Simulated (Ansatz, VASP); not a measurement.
**Two plane-wave programs on SnO**

```
CELL_PARAMETERS angstrom
3.82065 0.00001 0.00000
-0.00001 3.82065 0.00000
0.00000 0.00000 22.22801
ATOMIC_POSITIONS crystal
Sn 0.99985 0.99985 0.20245
Sn 0.49985 0.49985 0.30880
Sn 0.62485 0.99985 0.49325
Sn 0.12485 0.49985 0.59960
O 0.99985 0.49985 0.25562
O 0.49985 0.99985 0.25562
O 0.62485 0.49985 0.54643
O 0.12485 0.99985 0.54643
```

Alike in both runs: task single point; functional PBE; dispersion D3(BJ); k mesh 7 × 7 × 1; occupations gaussian, width 0.05 eV; no spin polarisation.

|  | VASP | Ansatz |
| --- | --- | --- |
| version | VASP 6.6.1 | Ansatz 0.2.0 |
| potentials or method | VASP PAW PBE potentials, release 64 (Sn_d, O), cutoff 520 eV | scalar-relativistic, plane waves, PAW |
| valence electrons in the cell | 80 | 80 |

|  | VASP | Ansatz | Ansatz less VASP |
| --- | --- | --- | --- |
| gap on the k mesh at the Fermi level (eV) | 2.45 | 2.46 | +0.007 |
| least direct gap on the mesh (eV) | 2.55 | 2.59 | +0.040 |
| rms of the force components (eV/Å) | 0.043 | 0.016 | -0.0276 |

Ansatz's warnings: structure snapped to symmetry, xc potential rough in thin density.
